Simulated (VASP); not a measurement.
# Rh (Fm-3m) in VASP: a series of runs

Runs on Rh. Level: r2SCAN. Tasks: single point.

All numbers are computed with VASP 6.6.1; they aren't measurements. Logs are shortened: lines on timing, memory, paths and dates and some standing lists are left out, and cuts for length are marked.

## Step 1: The cell of the first run

It takes space group Fm-3m (No. 225, cubic). The conventional cell has a = 3.802 Å, b = 3.802 Å, c = 3.802 Å, α = 90.00°, β = 90.00°, γ = 90.00°. Rh (site symmetry m-3m) has 12 Rh at 2.69 Å within 3.5 Å.

## Step 2: Single point, r2SCAN

POSCAR

```
Rh
1.0
    0.0000000000      1.9008071574      1.9008071574
    1.9008071574      0.0000000000      1.9008071574
    1.9008071574      1.9008071574      0.0000000000
Rh
1
Direct
    0.0000000000      0.0000000000      0.0000000000
```

INCAR.step1

```
SYSTEM = Rh
PREC = Accurate ; ENCUT = 520
ISMEAR = 1 ; SIGMA = 0.1
LREAL = .FALSE. ; LASPH = .TRUE.
NELM = 80 ; NBANDS = 14
GGA = PE ; ALGO = Normal
EDIFF = 1E-4 ; LWAVE = .TRUE.
LCHARG = .FALSE.
```

INCAR.step2

```
SYSTEM = Rh
PREC = Accurate ; ENCUT = 520
EDIFF = 1E-7 ; ISMEAR = 1
SIGMA = 0.1 ; LREAL = .FALSE.
LASPH = .TRUE. ; NELM = 80
ALGO = Normal ; ISIF = 2
LWAVE = .FALSE. ; LCHARG = .FALSE.
METAGGA = R2SCAN ; LMIXTAU = .TRUE.
NBANDS = 14 ; ISTART = 1
```

KPOINTS

```
regular mesh
0
G
  14 14 14
  0 0 0
```

Potentials or basis: VASP PAW PBE potentials, release 64 (Rh_pv).

Launch:

```
$ cat potpaw_PBE.64/Rh_pv/POTCAR > POTCAR
$ cp INCAR.step1 INCAR
$ mpirun -np 1 vasp_std > vasp.out
$ cp INCAR.step2 INCAR
$ mpirun -np 1 vasp_std > vasp.out
```

OUTCAR:

```text
SYSTEM = Rh
   PREC = Accurate
   ENCUT = 520
   EDIFF = 1E-7
   ISMEAR = 1
   LREAL = .FALSE.
   LASPH = .TRUE.
   NELM = 80
   ISIF = 2
   METAGGA = R2SCAN
   ISTART = 1

 ion  position               nearest neighbor table
   1  0.000  0.000  0.000-

  LATTYP: Found a face centered cubic cell.
 ALAT       =     3.8016143148

  Lattice vectors:

 A1 = (   0.0000000000,   1.9008071574,   1.9008071574)
 A2 = (   1.9008071574,   0.0000000000,   1.9008071574)
 A3 = (   1.9008071574,   1.9008071574,   0.0000000000)

Analysis of symmetry for initial positions (statically):
=====================================================================
 Subroutine PRICEL returns:
 Original cell was already a primitive cell.

 Routine SETGRP: Setting up the symmetry group for a
 face centered cubic supercell.

 Subroutine GETGRP returns: Found 48 space group operations
 (whereof 48 operations were pure point group operations)
 out of a pool of 48 trial point group operations.

The static configuration has the point symmetry O_h .

Analysis of symmetry for dynamics (positions and initial velocities):
=====================================================================
 Subroutine PRICEL returns:
 Original cell was already a primitive cell.

 Routine SETGRP: Setting up the symmetry group for a
 face centered cubic supercell.

 Subroutine GETGRP returns: Found 48 space group operations
 (whereof 48 operations were pure point group operations)
 out of a pool of 48 trial point group operations.

The dynamic configuration has the point symmetry O_h .

 Subroutine INISYM returns: Found 48 space group operations
 (whereof 48 operations are pure point group operations),
 and found     1 'primitive' translations

----------------------------------------------------------------------------------------

                                     Primitive cell

  volume of cell :      13.7355

  direct lattice vectors                    reciprocal lattice vectors
     0.000000000  1.900807157  1.900807157    -0.263046148  0.263046148  0.263046148
     1.900807157  0.000000000  1.900807157     0.263046148 -0.263046148  0.263046148
     1.900807157  1.900807157  0.000000000     0.263046148  0.263046148 -0.263046148

  length of vectors
     2.688147261  2.688147261  2.688147261     0.455609292  0.455609292  0.455609292

  position of ions in fractional coordinates (direct lattice)
     0.000000000  0.000000000  0.000000000

  ion indices of the primitive-cell ions
   primitive index   ion index
                 1           1

----------------------------------------------------------------------------------------

 KPOINTS: regular mesh

Automatic generation of k-mesh.
 Grid dimensions read from file:
 generate k-points for:   14   14   14

 Generating k-lattice:

  Cartesian coordinates                     Fractional coordinates (reciprocal lattice)
    -0.018789011  0.018789011  0.018789011     0.071428571  0.000000000  0.000000000
     0.018789011 -0.018789011  0.018789011     0.000000000  0.071428571  0.000000000
     0.018789011  0.018789011 -0.018789011     0.000000000  0.000000000  0.071428571

  Length of vectors
     0.032543521  0.032543521  0.032543521

  Shift w.r.t. Gamma in fractional coordinates (k-lattice)
     0.000000000  0.000000000  0.000000000

 Subroutine IBZKPT returns following result:
 ===========================================

 Found    104 irreducible k-points:

 Following reciprocal coordinates:
            Coordinates               Weight
  0.000000  0.000000  0.000000      1.000000
  0.071429  0.000000  0.000000      8.000000
  0.142857  0.000000  0.000000      8.000000
  0.214286  0.000000  0.000000      8.000000
  0.285714  0.000000  0.000000      8.000000
  0.357143  0.000000  0.000000      8.000000
[... 16 lines left out ...]
  0.214286  0.142857  0.000000     24.000000
  0.285714  0.142857  0.000000     24.000000
 [... further k-points ...]
   k-points           NKPTS =    104   k-points in BZ     NKDIM =    104   number of bands    NBANDS=     14
   number of dos      NEDOS =    301   number of ions     NIONS =      1
   total plane-waves  NPLWV =   8000
   dimension x,y,z NGX =    20 NGY =   20 NGZ =   20
   dimension x,y,z NGXF=    40 NGYF=   40 NGZF=   40
   ions per type =               1
   NGX,Y,Z   is equivalent  to a cutoff of  12.37, 12.37, 12.37 a.u.
   NGXF,Y,Z  is equivalent  to a cutoff of  24.74, 24.74, 24.74 a.u.
 SYSTEM =  Rh
   PREC   = accura    normal or accurate (medium, high low for compatibility)
   ISTART =      1    job   : 0-new  1-cont  2-samecut
   ICHARG =      0    charge: 1-file 2-atom 10-const
   ISPIN  =      1    spin polarized calculation?
   LNONCOLLINEAR =      F non collinear calculations
   LSORBIT =      F    spin-orbit coupling
   LASPH  =      T    aspherical Exc in radial PAW
   ENCUT  =  520.0 eV  38.22 Ry    6.18 a.u.   5.00  5.00  5.00*2*pi/ulx,y,z
   NELM   =     80;   NELMIN=  2; NELMDL=  0     # of ELM steps
   EDIFF  = 0.1E-06   stopping-criterion for ELM
   LREAL  =      F    real-space projection
   EDIFFG = 0.1E-05   stopping-criterion for IOM
   NSW    =      0    number of steps for IOM
   IBRION =     -1    ionic relax: 0-MD 1-quasi-New 2-CG
   NFREE  =      0    steps in history (QN), initial steepest desc. (CG)
   ISIF   =      2    stress and relaxation
   ISYM   =      2    0-nonsym 1-usesym 2-fastsym
   POTIM  = 0.5000    time-step for ionic-motion
   TEBEG  =    0.0;   TEEND  =   0.0 temperature during run
   PSTRESS=    0.0 pullay stress
   NELECT =      15.0000    total number of electrons
   NUPDOWN=      -1.0000    fix difference up-down
   EMIN   =  10.00;   EMAX   =-10.00  energy-range for DOS
   EFERMI =   0.00;   METHOD = LEGACY
   ISMEAR =     1;   SIGMA  =   0.10  broadening in eV -4-tet -1-fermi 0-gaus
   EFERMI_NEDOS =   21; number of points for ismear=-14 and -15
   IALGO  =     38    algorithm
   IMIX   =      4    mixing-type and parameters
     AMIX     =   0.40;   BMIX     =  1.00
     AMIX_MAG =   1.60;   BMIX_MAG =  1.00
  volume/ion in A,a.u.               =      13.74        92.69
  Fermi-wavevector in a.u.,A,eV,Ry     =   1.685869  3.185831 38.669863  2.842155
  Thomas-Fermi vector in A             =   2.768636
   LORBIT       =      0    0 simple, 1 ext, 2 COOP (PROOUT), +10 PAW based schemes
   METAGGA = R2SCAN    functional components
   LHFCALC =     F    Hartree Fock is set to
   AEXX    =    0.0000 exact exchange contribution
   IVDW    =     0    specifies the selected vdW correction
   LEPSILON=     F    determine dielectric tensor
   LRPA    =     F    only Hartree local field effects (RPA)
 non-spin polarized calculation
 Methfessel and Paxton  Order N= 1 SIGMA  =   0.10
  energy-cutoff  :      520.00
  volume of cell :       13.74
 maximum number of plane-waves:       380
   NGX =  9   NGY =  9   NGZ =  9

 number of electron      15.0000007 magnetization

 Free energy of the ion-electron system (eV)
  ---------------------------------------------------
  ext. energy  EPLUGINS =         0.00000000
  ---------------------------------------------------
  free energy    TOTEN  =       -24.13780829 eV

  energy without entropy =      -24.13660077  energy(sigma->0) =      -24.13740578

 E-fermi :  11.7280     XC(G=0): -15.2060

 val. band max:       11.7016102604   @ k =   0.3571   0.0000   0.0000
 cond. band min:      11.7473582103   @ k =  -0.2857   0.3571   0.0714
 fundamental gap:      0.0457479499
 Fermi energy:        11.7280110629

 k-point     1 :       0.0000    0.0000    0.0000
  band No.  band energies     occupation
      1     -36.0193      2.00000
      2     -36.0193      2.00000
      3     -36.0193      2.00000
      4       3.5686      2.00000
      5       8.5855      2.00000
      6       8.5855      2.00000
      7       8.5855      2.00000
      8      10.6912      2.00000
      9      10.6912      2.00000
     10      28.4686      0.00000
     11      29.1779      0.00000
     12      34.2223      0.00000
     13      34.2223      0.00000
     14      34.2223      0.00000

 k-point     2 :       0.0714    0.0000    0.0000
  band No.  band energies     occupation
      1     -36.0599      2.00000
      2     -36.0248      2.00000
      3     -36.0248      2.00000
      4       3.7830      2.00000
      5       8.4918      2.00000
      6       8.6680      2.00000
      7       8.6680      2.00000
      8      10.6464      2.00000
      9      10.6464      2.00000
     10      28.7730      0.00000
     11      29.1776      0.00000
     12      33.1146      0.00000
     13      34.5313      0.00000
     14      34.5313      0.00000

 k-point     3 :       0.1429    0.0000    0.0000
  band No.  band energies     occupation
      1     -36.1726      2.00000
      2     -36.0400      2.00000
      3     -36.0400      2.00000
      4       4.3745      2.00000
      5       8.2934      2.00000
      6       8.8575      2.00000
      7       8.8575      2.00000
      8      10.5818      2.00000
      9      10.5818      2.00000
     10      29.1768      0.00000
     11      29.5019      0.00000
     12      31.0506      0.00000
     13      35.4069      0.00000
     14      35.4069      0.00000
[... 324 lines left out ...]
 k-point    23 :       0.2143    0.1429    0.0000
  band No.  band energies     occupation
      1     -36.2723      2.00000
      2     -36.1018      2.00000
      3     -36.0953      2.00000
      4       5.2588      2.00000
      5       7.6101      2.00000
      6       9.2612      2.00000
      7       9.4269      2.00000
      8      10.0379      2.00000
      9      11.1271      2.00000
     10      29.1769      0.00000
     11      30.5597      0.00000
     12      30.9621      0.00000
     13      33.6946      0.00000
     14      34.2862      0.00000

 k-point    24 :       0.2857    0.1429    0.0000
  band No.  band energies     occupation
      1     -36.4160      2.00000
      2     -36.1290      2.00000
      3     -36.1205      2.00000
      4       5.9036      2.00000
      5       7.5365      2.00000
      6       8.9184      2.00000
      7       9.5181      2.00000
      8      10.8314      2.00000
      9      11.4603      2.00101
     10      28.5081      0.00000
     11      29.1782      0.00000
     12      30.9804      0.00000
     13      33.3683      0.00000
     14      34.6847      0.00000

 [... further k-points ...]
[... 5 lines left out ...]
  --------------------------------------------------------------------------------------
  -------------------------------------------------------------------------------------
  Total        0.0742351      0.0742351      0.0742351      0.0000000     -0.0000000      0.0000000
  in kB        8.6591569      8.6591569      8.6591569      0.0000000     -0.0000000      0.0000000
  external PRESSURE =       8.6591569 kB  Pullay stress =       0.0000000 kB

 VOLUME and BASIS-vectors are now :
 -----------------------------------------------------------------------------
  energy-cutoff  :      520.00
  volume of cell :       13.74
      direct lattice vectors                 reciprocal lattice vectors
     0.000000000  1.900807157  1.900807157    -0.263046148  0.263046148  0.263046148
     1.900807157  0.000000000  1.900807157     0.263046148 -0.263046148  0.263046148
     1.900807157  1.900807157  0.000000000     0.263046148  0.263046148 -0.263046148

 POSITION                                       TOTAL-FORCE (eV/Angst)
 -----------------------------------------------------------------------------------
      0.00000      0.00000      0.00000         0.000000      0.000000      0.000000
 -----------------------------------------------------------------------------------
    total drift:                                0.000000     -0.000000      0.000000

  FREE ENERGIE OF THE ION-ELECTRON SYSTEM (eV)
  ---------------------------------------------------
  free  energy   TOTEN  =       -24.1378082862 eV

  energy  without entropy=      -24.1366007666  energy(sigma->0) =      -24.13740578
```

Wall time 49 s (1 thread of Intel Xeon Platinum 8559C (Emerald Rapids), shared host); peak memory 0.14 GiB.

What came out:

| Property | Result |
| --- | --- |
| Free energy | -24.1378 eV |
| Pressure | 0.9 GPa |

Caveat: the PAW data sets were made with another functional, which shifts forces and pressure a little.

## Step 3: Single point, r2SCAN

POSCAR is that of step 2.

INCAR.step1

```
  ALGO = Normal
  EDIFF = 1E-4
  ENCUT = 520
  GGA = PE
  ISMEAR = -1
  LASPH = True
  LCHARG = False
  LREAL = False
  LWAVE = True
  NBANDS = 14
  NELM = 100
  PREC = Accurate
  SIGMA = 0.1
```

INCAR.step2

```
  ALGO = Normal
  EDIFF = 1E-6
  ENCUT = 520
  ISIF = 2
  ISMEAR = -1
  ISTART = 1
  LASPH = True
  LCHARG = False
  LMIXTAU = True
  LREAL = False
  LWAVE = False
  METAGGA = R2SCAN
  NBANDS = 14
  NELM = 100
  PREC = Accurate
  SIGMA = 0.1
```

KPOINTS

```
k-points
0
Gamma
  2 2 2
```

Potentials or basis: VASP PAW PBE potentials, release 64 (Rh_pv).

Launch:

```
$ cat potpaw_PBE.64/Rh_pv/POTCAR > POTCAR
$ cp INCAR.step1 INCAR
$ mpirun -np 1 vasp_std > vasp.out
$ cp INCAR.step2 INCAR
$ mpirun -np 1 vasp_std > vasp.out
```

It took 11 s on 1 thread of Intel Xeon Platinum 8259CL at 2.50GHz (Skylake/Cascade Lake), shared host; peak memory 0.12 GiB.

It converged, with:

```yaml
Free_energy: -20.4392 eV
Pressure: 61.6 GPa
```

Levels at points of the mesh, in eV from the Fermi level:
| k point | band 6 | band 7 | band 8 | band 9 | band 10 | band 11 | band 12 | band 13 |
| --- | --- | --- | --- | --- | --- | --- | --- | --- |
| (0.00, 0.00, 0.00) | -3.95 | -3.95 | -1.81 | -1.81 | 15.74 | 17.23 | 21.46 | 21.46 |
| (0.50, 0.00, 0.00) | -4.07 | -0.12 | -0.12 | -0.11 | 8.27 | 15.16 | 17.23 | 21.26 |
| (0.50, 0.50, 0.00) | -0.19 | 0.34 | 0.34 | 2.62 | 11.99 | 13.02 | 13.02 | 17.23 |

Caveat: the k points lie up to 1.43 Å⁻¹ apart; the PAW data sets were made with another functional, which shifts forces and pressure a little.
